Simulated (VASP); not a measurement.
# Sn3PbO4 in VASP: a series of runs, part 2 of 2

VASP 6.6.1. The steps go on from the part before.

**4. Single point, PBE**

This run uses another cell than the first one, of 19.80 Å³/atom, 1.046 times its volume.

The input, INCAR:

```
PREC = Accurate
ENCUT = 520
EDIFF = 1E-6
ISMEAR = 0
SIGMA = 0.1
LREAL = F
LASPH = T
NELM = 80
ALGO = Normal
ISIF = 2
LWAVE = F
LCHARG = F
GGA = PE
NBANDS = 50
```

The input, KPOINTS:

```
Automatic mesh
0
Gamma
  4 4 4
```

The input, POSCAR:

```
Sn3PbO4
1.0
    5.5254299486      0.0000000000      0.0000000000
    0.0000000000      5.5254299486      0.0000000000
   -2.7627149743     -2.7627149743      5.1893261566
Sn Pb O
3 1 4
Direct
    0.1420083257      0.1420083257      0.2840166515
    0.8596840368      0.3596840368      0.7193680735
    0.3596840368      0.8596840368      0.7193680735
    0.6264791797      0.6264791797      0.2529583593
    0.0074457045      0.4986265060      0.5060722105
    0.4986265060      0.0074457045      0.5060722105
    0.4986265060      0.4986265060      0.5060722105
    0.0074457045      0.0074457045      0.5060722105
```

Started as:

```bash
$ cat potpaw_PBE.64/Sn_d/POTCAR potpaw_PBE.64/Pb_d/POTCAR potpaw_PBE.64/O/POTCAR > POTCAR
$ mpirun -np 1 vasp_std > vasp.out
```

Wall time 67 s (1 thread of Intel Xeon 6975P-C (Granite Rapids), shared host); peak memory 0.32 GiB.

It converged, with:

* Free energy: -44.9247 eV
* Pressure: 0.2 GPa
* Largest force: 0.074 eV/Å
* Band gap on the k mesh: 0.75 eV, indirect (least direct gap 1.85 eV)

Forces on the atoms (eV/Å):
```
Sn   0.000  0.000 -0.070
Sn   0.000  0.000  0.074
Sn   0.000  0.000  0.074
Pb   0.000  0.000 -0.045
O   -0.002  0.002 -0.008
O    0.002 -0.002 -0.008
O    0.002  0.002 -0.008
O   -0.002 -0.002 -0.008
```

Levels at points of the mesh, in eV from the valence-band top:
| k point | band 36 | band 37 | band 38 | band 39 | band 40 | band 41 | band 42 | band 43 | band 44 | band 45 |
| --- | --- | --- | --- | --- | --- | --- | --- | --- | --- | --- |
| (0.00, 0.00, 0.00) | -2.58 | -2.05 | -1.98 | -1.87 | 0.00 | 1.85 | 2.77 | 2.77 | 3.76 | 3.76 |
| (0.50, 0.00, 0.00) | -2.65 | -2.22 | -2.20 | -1.23 | -0.69 | 2.34 | 2.58 | 2.65 | 2.97 | 3.32 |
| (0.50, 0.50, 0.00) | -3.88 | -2.45 | -2.01 | -1.50 | -1.23 | 2.36 | 2.42 | 2.97 | 3.06 | 5.50 |
| (0.00, 0.00, 0.50) | -2.20 | -2.05 | -1.87 | -1.53 | -1.50 | 0.75 | 0.75 | 1.73 | 3.56 | 3.56 |

Caveat: spin-orbit coupling is left out, which moves the levels of the heavy elements. A k mesh can miss the band edges.

**5. Relaxation of cell and atoms, PBE**

The input, INCAR:

```
PREC = Accurate ; ENCUT = 600
EDIFF = 1E-7 ; ISMEAR = 0
SIGMA = 0.1 ; LREAL = F
LASPH = T ; NELM = 80
ALGO = Normal ; ISIF = 3
LWAVE = F ; LCHARG = F
GGA = PE ; IBRION = 2
NSW = 90 ; EDIFFG = -0.04
```

The input, KPOINTS:

```
regular mesh
0
Gamma
  4 4 4
```

The input, POSCAR:

```
Sn3PbO4
1.0
   -2.7730035200      2.7730035200      4.9241386000
    2.7730035200     -2.7730035200      4.9241386000
    2.7730035200      2.7730035200     -4.9241386000
Sn Pb O
3 1 4
Direct
    0.1300000000      0.1300000000      0.0000000000
    0.3700000000      0.8700000000      0.5000000000
    0.8700000000      0.3700000000      0.5000000000
    0.6300000000      0.6300000000      0.0000000000
    0.5000000000      0.0000000000      0.0000000000
    0.0000000000      0.5000000000      0.0000000000
    0.5000000000      0.5000000000      0.5000000000
    0.0000000000      0.0000000000      0.5000000000
```

Started as:

```bash
$ cat potpaw_PBE.64/Sn_d/POTCAR potpaw_PBE.64/Pb_d/POTCAR potpaw_PBE.64/O/POTCAR > POTCAR
$ mpirun -np 1 vasp_std > vasp.out
```

Run time: 15 min. Hardware: 1 thread of Intel Xeon 6975P-C (Granite Rapids), shared host; peak memory 0.46 GiB.

It converged, with:

```yaml
Free_energy: -44.9270 eV
Relaxed_volume: 19.67 Å³/atom
Relaxed_cell: a = 6.470 Å, b = 6.470 Å, c = 6.470 Å, α = 129.45°, β = 129.45°, γ = 74.28°
Space_group_after_relaxing_to_0.05_Å: I4mm (No. 107)
Energy_gained_by_relaxing: 28.2 meV/atom
Ionic_steps: 13
Pressure_after_relaxing: 0.0 GPa
Largest_force_after_relaxing: 0.013 eV/Å
Band_gap_on_the_k_mesh: 0.69 eV, indirect (least direct gap 1.87 eV)
```

Forces in eV/Å, atoms in the order of the input:
```
Sn   0.000  0.000  0.011
Sn   0.000  0.000 -0.009
Sn   0.000  0.000 -0.009
Pb   0.000  0.000 -0.013
O   -0.003  0.003  0.005
O    0.003 -0.003  0.005
O    0.003  0.003  0.005
O   -0.003 -0.003  0.005
```

Step by step:
```csv
step,energy change (eV),largest force (eV/Å),pressure (GPa),volume (Å³)
1,0.0000,1.1582,-0.34,151.46
2,-0.1894,0.3585,0.58,150.59
3,-0.1981,0.1912,0.93,150.35
4,-0.2045,0.2474,-0.48,152.81
5,-0.2053,0.1890,-0.14,152.19
6,-0.2109,0.1384,-0.06,152.70
7,-0.2169,0.1327,0.10,153.75
8,-0.2173,0.1470,0.16,154.11
9,-0.2216,0.1475,-0.05,155.29
10,-0.2224,0.1474,-0.17,156.04
11,-0.2238,0.1376,0.45,156.18
12,-0.2242,0.0985,0.26,156.13
13,-0.2258,0.0133,0.03,157.39
```

Final structure:
```
Sn Pb O
1.0
    -2.76217    2.76217    5.15718
     2.76217   -2.76217    5.15718
     2.76217    2.76217   -5.15718
Sn Pb O
3 1 4
Cartesian
  0.0000 0.0000 1.4520
  2.7622 0.0000 3.7208
  0.0000 2.7622 3.7208
  0.0000 0.0000 6.4540
  -1.3561 1.3561 2.6096
  1.3561 -1.3561 2.6096
  1.3561 1.3561 2.6096
  1.4060 1.4060 -2.5476
```

Levels at points of the mesh, in eV from the valence-band top:
```
           k point  band 38  band 39  band 40  band 41  band 42  band 43
(0.00, 0.00, 0.00)    -2.02    -1.86     0.00     1.87     2.74     2.74
(0.50, 0.00, 0.00)    -2.19    -1.25    -0.71     2.33     2.57     2.62
(0.50, 0.50, 0.00)    -2.05    -1.52    -1.25     2.37     2.44     2.99
(0.50, 0.50, 0.50)    -1.86    -1.55    -1.52     0.69     0.69     1.74
```

Caveat: spin-orbit coupling is left out, which moves the levels of the heavy elements. A k mesh can miss the band edges.

**6. Single point, PBE**

This run uses another cell than the first one, of 19.64 Å³/atom, 1.038 times its volume.

The input, INCAR:

```
  PREC = Accurate
  ENCUT = 520
  EDIFF = 1E-6
  ISMEAR = 0
  SIGMA = 0.1
  LREAL = False
  LASPH = True
  NELM = 80
  ALGO = Normal
  ISIF = 2
  LWAVE = False
  LCHARG = True
  GGA = PE
  LELF = True
  LVHAR = True
  NBANDS = 50
```

KPOINTS is that of step 5.

The input, POSCAR:

```
Sn3PbO4
1.0
    5.5277353564     -0.0317554098      0.0008457900
   -0.0313529699      5.5275771660     -0.0063774961
   -2.7466802140     -2.7548958997      5.1457692088
Sn Pb O
3 1 4
Direct
    0.1410142567      0.1405521886      0.2819498742
    0.8604285459      0.3609421798      0.7210633429
    0.3604237690      0.8610327151      0.7210517693
    0.6257764017      0.6249977010      0.2512342900
    0.0062818177      0.4977939197      0.5040532451
    0.4975390457      0.0061930311      0.5037973923
    0.4994111845      0.4993632221      0.5084656973
    0.0091249788      0.0091250427      0.5083843889
```

Potentials or basis: VASP PAW PBE potentials, release 64 (Sn_d, Pb_d, O).

Started as:

```bash
$ cat potpaw_PBE.64/Sn_d/POTCAR potpaw_PBE.64/Pb_d/POTCAR potpaw_PBE.64/O/POTCAR > POTCAR
$ mpirun -np 1 vasp_std > vasp.out
```

Wall time 2.6 min (1 thread of Intel Xeon 6975P-C (Granite Rapids), shared host); peak memory 0.42 GiB.

It converged, with:

* Free energy: -44.9235 eV
* Pressure: 0.2 GPa
* Largest force: 0.063 eV/Å
* Band gap on the k mesh: 0.70 eV, indirect (least direct gap 1.87 eV)

Forces on the atoms (eV/Å):
```
Sn   0.002  0.000 -0.059
Sn  -0.001  0.000  0.062
Sn   0.003 -0.001  0.063
Pb  -0.002  0.001 -0.044
O   -0.008  0.007 -0.007
O    0.008 -0.007 -0.006
O    0.008  0.008 -0.004
O   -0.009 -0.008 -0.005
```

Stress tensor (GPa, compression positive):
```
0.16 0.03 0.00
0.03 0.16 0.04
0.00 0.04 0.30
```

Levels at points of the mesh, in eV from the valence-band top:
```csv
k point,band 37,band 38,band 39,band 40,band 41,band 42,band 43,band 44
"(0.00, 0.00, 0.00)",-2.07,-2.00,-1.87,0.00,1.87,2.74,2.76,3.82
"(0.50, 0.00, 0.00)",-2.22,-2.21,-1.23,-0.69,2.34,2.58,2.62,2.93
"(0.00, 0.50, 0.00)",-2.23,-2.21,-1.24,-0.70,2.34,2.58,2.62,2.93
"(0.50, 0.50, 0.00)",-2.47,-2.05,-1.51,-1.23,2.40,2.45,3.05,3.13
"(0.00, 0.00, 0.50)",-2.06,-1.87,-1.53,-1.50,0.70,0.71,1.72,3.44
"(0.50, 0.00, 0.50)",-2.23,-2.21,-1.24,-0.69,2.34,2.58,2.62,2.93
"(0.00, 0.50, 0.50)",-2.23,-2.21,-1.23,-0.69,2.33,2.58,2.62,2.93
"(0.50, 0.50, 0.50)",-2.44,-2.02,-1.51,-1.24,2.37,2.44,2.97,3.06
```

Caveat: spin-orbit coupling is left out, which moves the levels of the heavy elements. A k mesh can miss the band edges.

**7. Summary**

| task | cell | cutoff (eV) | gap on the mesh (eV) | pressure (GPa) | largest force (eV/Å) |
| --- | --- | --- | --- | --- | --- |
| single point | a = 6.295 Å, angles 127.7, 127.7, 77.1°, 8 atoms | 520 | 0.50 | -0.3 | 1.16 |
| single point | a = 6.425 Å, angles 129.0, 129.0, 75.0°, 8 atoms | 520 | 0.66 | 0.3 | 0.09 |
| single point | a = 5.525, b = 5.525, c = 6.496 Å, angles 115.2, 115.2, 90.0°, 8 atoms | 520 | 0.75 | 0.2 | 0.07 |
| relaxation of cell and atoms | relaxed from a = 6.295 Å, angles 127.7, 127.7, 77.1°, 8 atoms | 600 | 0.69 | 0.0 | 0.01 |
| single point | a = 5.528, b = 5.528, c = 6.451 Å, angles 115.2, 115.0, 90.7°, 8 atoms | 520 | 0.70 | 0.2 | 0.06 |

Alike in all rows: level PBE; potentials or basis VASP PAW PBE potentials, release 64 (Sn_d, Pb_d, O); no spin polarisation; k mesh 4 × 4 × 4; smearing gaussian 0.1 eV.

Caveats: spin-orbit coupling is left out, which moves the levels of the heavy elements; forces of over 1 eV/Å act on the atoms, so gaps and moduli don't describe the material at rest (some runs).

Total energies depend on the potentials used, so only differences within one code and one set of settings carry meaning.
